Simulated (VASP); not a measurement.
# SrAgB (Pmmm) in VASP: single point with PBE

Aim: the single point of SrAgB with PBE.

Program: VASP 6.6.1. These are calculated values, not measurements. Logs are shortened: lines on timing, memory, paths and dates and some standing lists are left out, and cuts for length are marked.

## (1) The cell of the first run

Symmetry: Pmmm, No. 47, orthorhombic system. The conventional cell has a = 3.435 Å, b = 3.975 Å, c = 4.910 Å, α = 90.00°, β = 90.00°, γ = 90.00°. Sr (site symmetry mmm) has 4 Ag at 2.63 Å and 2 Sr at 3.43 Å within 3.5 Å. Within 3.2 Å of Ag (site symmetry mmm) lie 2 B at 2.45 Å and 4 Sr at 2.63 Å. Within 3.2 Å of B (site symmetry mmm) lie 2 Ag at 2.45 Å.

## (2) Single point, PBE

INCAR

```
PREC     = Accurate       # precision mode
ENCUT    = 520            # plane-wave cutoff, eV
EDIFF    = 1E-6           # SCF threshold, eV
ISMEAR   = 0              # smearing method
SIGMA    = 0.1            # smearing width, eV
LREAL    = False          # projectors in reciprocal space
LASPH    = True           # aspherical terms in the spheres
NELM     = 60             # most SCF steps
ALGO     = Normal         # electronic algorithm
ISIF     = 2              # what is computed and relaxed
LWAVE    = False          # write WAVECAR
LCHARG   = True           # write CHGCAR
GGA      = PE             # functional
LELF     = True           # ELF
LVHAR    = True         
NBANDS   = 19             # bands
```

KPOINTS

```
Automatic mesh
0
Gamma
  6 4 4
```

POSCAR

```
SrAgB
1.0
    3.4347072300      0.0000000000      0.0000000000
    0.0000000000      3.9746740100      0.0000000000
    0.0000000000      0.0000000000      4.9095391900
Sr Ag B
1 1 1
Direct
    0.5000000000      0.0000000000      0.5000000000
    0.0000000000      0.5000000000      0.5000000000
    0.0000000000      0.5000000000      0.0000000000
```

Potentials or basis: VASP PAW PBE potentials, release 64 (Sr_sv, Ag, B).

The run is started by

```sh
$ cat potpaw_PBE.64/Sr_sv/POTCAR potpaw_PBE.64/Ag/POTCAR potpaw_PBE.64/B/POTCAR > POTCAR
$ mpirun -np 1 vasp_std > vasp.out
```

OUTCAR:

```text
PREC = Accurate
   ENCUT = 520
   EDIFF = 1E-6
   ISMEAR = 0
   LREAL = False
   LASPH = True
   NELM = 60
   ISIF = 2
   GGA = PE

 ion  position               nearest neighbor table
   1  0.500  0.000  0.500-   2 2.63   2 2.63   2 2.63   2 2.63   3 3.60   3 3.60   3 3.60   3 3.60
                             3 3.60   3 3.60   3 3.60   3 3.60
   2  0.000  0.500  0.500-   3 2.45   3 2.45   1 2.63   1 2.63   1 2.63   1 2.63
   3  0.000  0.500  0.000-   2 2.45   2 2.45   1 3.60   1 3.60   1 3.60   1 3.60   1 3.60   1 3.60
                             1 3.60   1 3.60

  LATTYP: Found a simple orthorhombic cell.
 ALAT       =     3.4347072300
 B/A-ratio  =     1.1572089683
 C/A-ratio  =     1.4293908800

  Lattice vectors:

 A1 = (   3.4347072300,   0.0000000000,   0.0000000000)
 A2 = (   0.0000000000,   3.9746740100,   0.0000000000)
 A3 = (   0.0000000000,   0.0000000000,   4.9095391900)

Analysis of symmetry for initial positions (statically):
=====================================================================
 Subroutine PRICEL returns:
 Original cell was already a primitive cell.

 Routine SETGRP: Setting up the symmetry group for a
 simple orthorhombic supercell.

 Subroutine GETGRP returns: Found  8 space group operations
 (whereof  8 operations were pure point group operations)
 out of a pool of  8 trial point group operations.

The static configuration has the point symmetry D_2h.

Analysis of symmetry for dynamics (positions and initial velocities):
=====================================================================
 Subroutine PRICEL returns:
 Original cell was already a primitive cell.

 Routine SETGRP: Setting up the symmetry group for a
 simple orthorhombic supercell.

 Subroutine GETGRP returns: Found  8 space group operations
 (whereof  8 operations were pure point group operations)
 out of a pool of  8 trial point group operations.

The dynamic configuration has the point symmetry D_2h.

 Subroutine INISYM returns: Found  8 space group operations
 (whereof  8 operations are pure point group operations),
 and found     1 'primitive' translations

----------------------------------------------------------------------------------------

                                     Primitive cell

  volume of cell :      67.0243

  direct lattice vectors                    reciprocal lattice vectors
     3.434707230  0.000000000  0.000000000     0.291145630  0.000000000  0.000000000
     0.000000000  3.974674010  0.000000000     0.000000000  0.251592960  0.000000000
     0.000000000  0.000000000  4.909539190     0.000000000  0.000000000  0.203685104

  length of vectors
     3.434707230  3.974674010  4.909539190     0.291145630  0.251592960  0.203685104

  position of ions in fractional coordinates (direct lattice)
     0.500000000  0.000000000  0.500000000
     0.000000000  0.500000000  0.500000000
     0.000000000  0.500000000  0.000000000

  ion indices of the primitive-cell ions
   primitive index   ion index
                 1           1
                 2           2
                 3           3

----------------------------------------------------------------------------------------

 KPOINTS: Automatic mesh

Automatic generation of k-mesh.
 Grid dimensions read from file:
 generate k-points for:    6    4    4

 Generating k-lattice:

  Cartesian coordinates                     Fractional coordinates (reciprocal lattice)
     0.048524272  0.000000000  0.000000000     0.166666667  0.000000000  0.000000000
     0.000000000  0.062898240  0.000000000     0.000000000  0.250000000  0.000000000
     0.000000000  0.000000000  0.050921276     0.000000000  0.000000000  0.250000000

  Length of vectors
     0.048524272  0.062898240  0.050921276

  Shift w.r.t. Gamma in fractional coordinates (k-lattice)
     0.000000000  0.000000000  0.000000000

 Subroutine IBZKPT returns following result:
 ===========================================

 Found     36 irreducible k-points:

 Following reciprocal coordinates:
            Coordinates               Weight
  0.000000  0.000000  0.000000      1.000000
  0.166667  0.000000  0.000000      2.000000
  0.333333  0.000000  0.000000      2.000000
  0.500000  0.000000  0.000000      1.000000
  0.000000  0.250000  0.000000      2.000000
  0.166667  0.250000  0.000000      4.000000
[... 16 lines left out ...]
  0.333333  0.500000  0.250000      4.000000
  0.500000  0.500000  0.250000      2.000000
 [... further k-points ...]
   k-points           NKPTS =     36   k-points in BZ     NKDIM =     36   number of bands    NBANDS=     19
   number of dos      NEDOS =    301   number of ions     NIONS =      3
   total plane-waves  NPLWV =  33600
   dimension x,y,z NGX =    28 NGY =   30 NGZ =   40
   dimension x,y,z NGXF=    56 NGYF=   60 NGZF=   80
   ions per type =               1   1   1
   NGX,Y,Z   is equivalent  to a cutoff of  13.55, 12.55, 13.54 a.u.
   NGXF,Y,Z  is equivalent  to a cutoff of  27.10, 25.10, 27.09 a.u.
 SYSTEM =  unknown system
   PREC   = accura    normal or accurate (medium, high low for compatibility)
   ISTART =      0    job   : 0-new  1-cont  2-samecut
   ICHARG =      2    charge: 1-file 2-atom 10-const
   ISPIN  =      1    spin polarized calculation?
   LNONCOLLINEAR =      F non collinear calculations
   LSORBIT =      F    spin-orbit coupling
   LASPH  =      T    aspherical Exc in radial PAW
   ENCUT  =  520.0 eV  38.22 Ry    6.18 a.u.   6.39  7.39  9.13*2*pi/ulx,y,z
   NELM   =     60;   NELMIN=  2; NELMDL= -5     # of ELM steps
   EDIFF  = 0.1E-05   stopping-criterion for ELM
   LREAL  =      F    real-space projection
   EDIFFG = 0.1E-04   stopping-criterion for IOM
   NSW    =      0    number of steps for IOM
   IBRION =     -1    ionic relax: 0-MD 1-quasi-New 2-CG
   NFREE  =      0    steps in history (QN), initial steepest desc. (CG)
   ISIF   =      2    stress and relaxation
   ISYM   =      2    0-nonsym 1-usesym 2-fastsym
   POTIM  = 0.5000    time-step for ionic-motion
   TEBEG  =    0.0;   TEEND  =   0.0 temperature during run
   PSTRESS=    0.0 pullay stress
   NELECT =      24.0000    total number of electrons
   NUPDOWN=      -1.0000    fix difference up-down
   EMIN   =  10.00;   EMAX   =-10.00  energy-range for DOS
   EFERMI =   0.00;   METHOD = LEGACY
   ISMEAR =     0;   SIGMA  =   0.10  broadening in eV -4-tet -1-fermi 0-gaus
   EFERMI_NEDOS =   21; number of points for ismear=-14 and -15
   IALGO  =     38    algorithm
   IMIX   =      4    mixing-type and parameters
     AMIX     =   0.40;   BMIX     =  1.00
     AMIX_MAG =   1.60;   BMIX_MAG =  1.00
  volume/ion in A,a.u.               =      22.34       150.77
  Fermi-wavevector in a.u.,A,eV,Ry     =   1.162522  2.196848 18.387701  1.351458
  Thomas-Fermi vector in A             =   2.299082
   LORBIT       =      0    0 simple, 1 ext, 2 COOP (PROOUT), +10 PAW based schemes
   GGA     = PE    functional components
   LHFCALC =     F    Hartree Fock is set to
   AEXX    =    0.0000 exact exchange contribution
   IVDW    =     0    specifies the selected vdW correction
   LEPSILON=     F    determine dielectric tensor
   LRPA    =     F    only Hartree local field effects (RPA)
 non-spin polarized calculation
 Gauss-broadening in eV      SIGMA  =   0.10
  energy-cutoff  :      520.00
  volume of cell :       67.02
 maximum number of plane-waves:      1830
 NGX is ok and might be reduce to    28
   NGX = 13   NGY = 15   NGZ = 19

 number of electron      24.0000003 magnetization

 Free energy of the ion-electron system (eV)
  ---------------------------------------------------
  ext. energy  EPLUGINS =         0.00000000
  ---------------------------------------------------
  free energy    TOTEN  =        -6.41346655 eV

  energy without entropy =       -6.40831945  energy(sigma->0) =       -6.41089300

 E-fermi :   4.1215     XC(G=0):  -9.6029

 val. band max:        3.9686948126   @ k =   0.5000   0.5000   0.5000
 cond. band min:       4.1265957191   @ k =   0.3333   0.5000   0.2500
 fundamental gap:      0.1579009065
 Fermi energy:         4.1214682189

 k-point     1 :       0.0000    0.0000    0.0000
  band No.  band energies     occupation
      1     -31.7416      2.00000
      2     -13.9427      2.00000
      3     -13.6438      2.00000
      4     -13.6252      2.00000
      5      -3.6754      2.00000
      6      -3.3327      2.00000
[... 11 lines left out ...]
     18       9.9691      0.00000
     19      11.5817      0.00000

 k-point     2 :       0.1667    0.0000    0.0000
  band No.  band energies     occupation
      1     -31.7183      2.00000
      2     -13.9785      2.00000
      3     -13.9052      2.00000
      4     -13.6214      2.00000
      5      -3.5036      2.00000
      6      -3.0429      2.00000
[... 11 lines left out ...]
     18       9.1084      0.00000
     19       9.1690      0.00000

 k-point     3 :       0.3333    0.0000    0.0000
  band No.  band energies     occupation
      1     -31.6711      2.00000
      2     -14.4151      2.00000
      3     -14.0487      2.00000
      4     -13.5760      2.00000
      5      -3.1706      2.00000
      6      -2.4110      2.00000
[... 11 lines left out ...]
     18       8.8480      0.00000
     19       9.0873      0.00000

 k-point     4 :       0.5000    0.0000    0.0000
  band No.  band energies     occupation
      1     -31.6472      2.00000
      2     -14.6500      2.00000
      3     -14.0831      2.00000
      4     -13.5531      2.00000
      5      -3.0014      2.00000
      6      -2.0695      2.00000
[... 407 lines left out ...]
     18       9.3957      0.00000
     19       9.4179      0.00000

 k-point    23 :       0.3333    0.5000    0.2500
  band No.  band energies     occupation
      1     -31.6641      2.00000
      2     -14.2797      2.00000
      3     -14.1739      2.00000
      4     -13.5534      2.00000
      5      -2.7277      2.00000
      6      -2.5493      2.00000
[... 11 lines left out ...]
     18       9.0894      0.00000
     19       9.2758      0.00000

 k-point    24 :       0.5000    0.5000    0.2500
  band No.  band energies     occupation
      1     -31.6487      2.00000
      2     -14.4410      2.00000
      3     -14.0957      2.00000
      4     -13.5212      2.00000
      5      -2.7032      2.00000
      6      -2.6709      2.00000
[... 11 lines left out ...]
     18       9.2868      0.00000
     19       9.4600      0.00000

 [... further k-points ...]

------------------------ aborting loop because EDIFF is reached ----------------------------------------

  FORCE on cell =-STRESS in cart. coord.  units (eV):
  Direction    XX          YY          ZZ          XY          YZ          ZX
  --------------------------------------------------------------------------------------
  -------------------------------------------------------------------------------------
  Total       11.1458851     12.2583940     -9.4575641      0.0000000      0.0000000      0.0000000
  in kB      266.4361660    293.0300684   -226.0777934      0.0000000      0.0000000      0.0000000
  external PRESSURE =     111.1294803 kB  Pullay stress =       0.0000000 kB

 VOLUME and BASIS-vectors are now :
 -----------------------------------------------------------------------------
  energy-cutoff  :      520.00
  volume of cell :       67.02
      direct lattice vectors                 reciprocal lattice vectors
     3.434707230  0.000000000  0.000000000     0.291145630  0.000000000  0.000000000
     0.000000000  3.974674010  0.000000000     0.000000000  0.251592960  0.000000000
     0.000000000  0.000000000  4.909539190     0.000000000  0.000000000  0.203685104

 POSITION                                       TOTAL-FORCE (eV/Angst)
 -----------------------------------------------------------------------------------
      1.71735      0.00000      2.45477         0.000000      0.000000      0.000000
      0.00000      1.98734      2.45477         0.000000      0.000000      0.000000
      0.00000      1.98734      0.00000         0.000000      0.000000      0.000000
 -----------------------------------------------------------------------------------
    total drift:                                0.000000      0.000000      0.000000

  FREE ENERGIE OF THE ION-ELECTRON SYSTEM (eV)
  ---------------------------------------------------
  free  energy   TOTEN  =        -6.4134665465 eV

  energy  without entropy=       -6.4083194544  energy(sigma->0) =       -6.41089300
```

It took 19 s on 1 thread of AMD EPYC 9R45 (Zen 5), shared host; peak memory 0.18 GiB.

What came out:

```
Free energy            : -6.4135 eV
Pressure               : 11.1 GPa
Band gap on the k mesh : zero (band 12 reaches 5.68 eV, above the bottom of band 13 at 3.46 eV)
```

Levels at points of the mesh, in eV from the Fermi level:
| k point | band 8 | band 9 | band 10 | band 11 | band 12 | band 13 | band 14 | band 15 | band 16 | band 17 |
| --- | --- | --- | --- | --- | --- | --- | --- | --- | --- | --- |
| (0.00, 0.00, 0.00) | -6.40 | -6.26 | -5.93 | -1.34 | -0.73 | 1.10 | 2.32 | 2.50 | 3.58 | 4.84 |
| (0.50, 0.00, 0.00) | -6.13 | -5.90 | -3.96 | -2.64 | -1.37 | 0.28 | 0.68 | 2.81 | 3.27 | 4.13 |
| (0.00, 0.50, 0.00) | -6.05 | -5.88 | -4.52 | -2.69 | -1.81 | 0.28 | 1.78 | 1.93 | 4.31 | 4.82 |
| (0.50, 0.50, 0.00) | -6.42 | -6.38 | -4.77 | -1.09 | -0.40 | -0.15 | 0.85 | 2.47 | 2.91 | 3.78 |
| (0.00, 0.00, 0.50) | -6.34 | -6.27 | -5.98 | -5.25 | 1.39 | 2.53 | 2.76 | 3.70 | 5.31 | 5.86 |
| (0.50, 0.00, 0.50) | -6.17 | -5.90 | -5.40 | -1.61 | -1.13 | -0.60 | 1.05 | 2.36 | 2.53 | 4.18 |
| (0.00, 0.50, 0.50) | -6.05 | -6.01 | -5.93 | -2.53 | -1.23 | -0.66 | 3.02 | 3.19 | 3.27 | 4.07 |
| (0.50, 0.50, 0.50) | -6.55 | -6.11 | -4.67 | -3.40 | -0.37 | -0.15 | 2.34 | 3.50 | 4.94 | 4.96 |

Caveat: the k points lie up to 0.40 Å⁻¹ apart.
